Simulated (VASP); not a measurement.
Set up this calculation in VASP 6.6.1, as the native input.

| Item | Value |
| --- | --- |
| Task | single point |
| Functional | PBE |
| Potentials or basis | VASP PAW PBE potentials, release 64 (Y_sv, Se) |
| Cutoff | 520 eV |
| k mesh | 6 × 6 × 6 |
| Occupations | gaussian, width 0.01 eV |
| Spin | no spin polarisation |
| Dipole correction | no |
| Further INCAR settings | ALGO = Normal; EDIFF = 1e-07; NBANDS = 32 |

The structure of YSe2 lies in POSCAR:

```
YSe2
1.0
   -2.0431026621      2.8502559860      6.6852262685
    2.0431026621     -2.8502559860      6.6852262685
    2.0431026621      2.8502559860     -6.6852262685
Y Se
2 4
Direct
    0.8494990156      0.8494990156      0.0000000000
    0.1505009844      0.1505009844      0.0000000000
    0.7062520812      0.2062520812      0.5000000000
    0.2937479188      0.7937479188      0.5000000000
    0.7883841575      0.5000000000      0.2883841575
    0.2116158425      0.5000000000      0.7116158425
```

These files were run (other wordings do the same):

INCAR

```
SYSTEM = YSe2
PREC = Accurate ; ENCUT = 520
EDIFF = 1E-7 ; ISMEAR = 0
SIGMA = 0.01 ; LREAL = .FALSE.
LASPH = .TRUE. ; NELM = 100
ALGO = Normal ; ISIF = 2
LWAVE = .FALSE. ; LCHARG = .FALSE.
GGA = PE ; NBANDS = 32
```

KPOINTS

```
regular mesh
0
G
  6 6 6
  0 0 0
```

Potentials or basis: VASP PAW PBE potentials, release 64 (Y_sv, Se).

The run is started by

```console
$ cat potpaw_PBE.64/Y_sv/POTCAR potpaw_PBE.64/Se/POTCAR > POTCAR
$ mpirun -np 1 vasp_std > vasp.out
```

It gave:

```
Pressure               : 0.1 GPa
Largest force          : 0.026 eV/Å
Band gap on the k mesh : 0.18 eV (least direct gap 0.80 eV)
```

It took 15 min on 1 thread of Intel Xeon 8259CL, on a shared host, peak memory 0.57 GiB.
